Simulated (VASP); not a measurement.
Here is a VASP 6.6.1 calculation.

INCAR

```
PREC = Accurate ; ENCUT = 520
EDIFF = 1E-8 ; ISMEAR = -1
SIGMA = 0.05 ; LREAL = F
LASPH = T ; NELM = 100
ALGO = Normal ; ISIF = 2
LWAVE = F ; LCHARG = F
GGA = PE ; LEFG = T
NBANDS = 19
```

The input KPOINTS:

```
Automatic mesh
0
Gamma
  12 12 7
```

POSCAR

```
Zr
1.0
    3.1906429419      0.0000000000      0.0000000000
   -1.5953214710      2.7631778421      0.0000000000
    0.0000000000      0.0000000000      5.1722200000
Zr
2
Direct
    0.3333333333      0.6666666667      0.2500000000
    0.6666666667      0.3333333333      0.7500000000
```

Potentials or basis: VASP PAW PBE potentials, release 64 (Zr_sv).

Launch:

```bash
$ cat potpaw_PBE.64/Zr_sv/POTCAR > POTCAR
$ mpirun -np 1 vasp_std > vasp.out
```

(1) What does it give for the pressure?

(2) What does it give for the band gap on the k mesh?

## Answers

(1) 2.5 GPa.

(2) zero (bands 12 and 13 overlap by 1.12 eV).

Caveat: the cell differs from its parent crystal (x and y stretched by -1.5 %, z held); without QUAD_EFG the Cq values of the log hold for a quadrupole moment of 1 mb, not for the nuclei.
